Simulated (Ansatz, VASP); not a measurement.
Os in VASP and in Ansatz

```xyz
2
Lattice="2.7394 0.0000 0.0000 -1.3697 2.3724 0.0000 0.0000 0.0000 4.3138" Properties=species:S:1:pos:R:3 pbc="T T T"
Os    0.0000    1.5816    1.0785
Os    1.3697    0.7908    3.2354
```

Alike in both runs: task single point; functional r2SCAN; k mesh 22 × 22 × 12; occupations fermi-dirac, width 0.1 eV; no spin polarisation.

```csv
,VASP,Ansatz
version,VASP 6.6.1,Ansatz 0.2.0
potentials or method,"VASP PAW PBE potentials, release 64 (Os), cutoff 520 eV","plane waves (500 eV) with PAW, scalar-relativistic"
valence electrons in the cell,16,32
```

|  | VASP | Ansatz | Ansatz less VASP |
| --- | --- | --- | --- |
| pressure (GPa) | 1.0 | 0.0 | -1.00 |
| traceless stress, the component that is largest in VASP (GPa) | 0.62 | 0.59 | -0.027 |

VASP's potentials were made for PBE, not for r2SCAN. With one functional, cell and mesh, what is left measures potentials, basis and numerics. VASP's potentials hold 16 valence electrons a cell and Ansatz's 32, so a difference there can come from the potentials and not from the codes.

Spin-orbit coupling is off throughout.
